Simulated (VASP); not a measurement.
Runs of VASP 6.6.1 on TaN. The structure is that of space group P-6m2 (No. 187), or close to it. The cells are those of the table. 

| cell | gap on the mesh (eV) | pressure (GPa) |
| --- | --- | --- |
| a = 2.918, b = 2.918, c = 2.922 Å, angles 90.0, 90.0, 120.0°, 2 atoms | none | (b) |
| a = 2.977, b = 2.977, c = 2.808 Å, angles 90.0, 90.0, 120.0°, 2 atoms | none | (a) |
| a = 2.938, b = 2.938, c = 2.883 Å, angles 90.0, 90.0, 120.0°, 2 atoms | none | -4.1 |
| a = 2.879, b = 2.879, c = 3.002 Å, angles 90.0, 90.0, 120.0°, 2 atoms | none | -5.0 |
| a = 2.997, b = 2.997, c = 2.771 Å, angles 90.0, 90.0, 120.0°, 2 atoms | none | -1.6 |

Alike in all rows: task single point; level PBEsol; potentials or basis VASP PAW PBE potentials, release 64 (Ta_pv, N); no spin polarisation; k mesh 13 × 13 × 12; cutoff (eV) 520; smearing fermi-dirac 0.05 eV.

Q: Estimate the missing entries.

A: (a) -2.6; (b) -4.5.

Caveats: the PAW data sets were made with another functional, which shifts forces and pressure a little; spin-orbit coupling is left out, which moves the levels of the heavy elements.

A k mesh can miss the band edges, and the runs leave out spin-orbit coupling on Ta.

A gap of «none» marks levels without a gap at the run's occupations.
